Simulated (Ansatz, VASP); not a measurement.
## One calculation of FeNi3, two programs

```
Ni Fe
1.0
     3.54500    0.00000    0.00000
     0.00000    3.54500    0.00000
     0.00000    0.00000    3.54500
Ni Fe
3 1
Direct
  0.50000 0.50000 0.00000
  0.50000 0.00000 0.50000
  0.00000 0.50000 0.50000
  0.00000 0.00000 0.00000
```

Alike in both runs: task single point; functional PBEsol; k mesh 8 × 8 × 8; occupations fermi-dirac, width 0.05 eV; collinear spin.

```csv
,VASP,Ansatz
version,VASP 6.6.1,Ansatz 0.2.0
potentials or method,"VASP PAW PBE potentials, release 64 (Ni, Fe)",Ansatz PAW
plane-wave cutoff (eV),520,420
valence electrons in the cell,38,70
```

VASP gave:

* gap on the k mesh at the Fermi level (eV): none
* pressure (GPa): -9.5
* net moment per atom (μB): 1.20
* size of the moment on the site where the two differ most (μB): 0.64

Task: Which values does Ansatz return?

Result: gap on the k mesh at the Fermi level (eV): none; pressure (GPa): -9.4; net moment per atom (μB): 1.22; size of the moment on the site where the two differ most (μB): 0.70.

VASP's potentials were made for PBE, not for PBEsol. Site moments also hang on the region over which each program counts them. A gap of «none» marks a metal or a gap that the smearing closes. The functional is the same, so the differences come from potentials, cutoffs and numerics. VASP's potentials hold 38 valence electrons a cell and Ansatz's 70, so a difference there can come from the potentials and not from the codes.
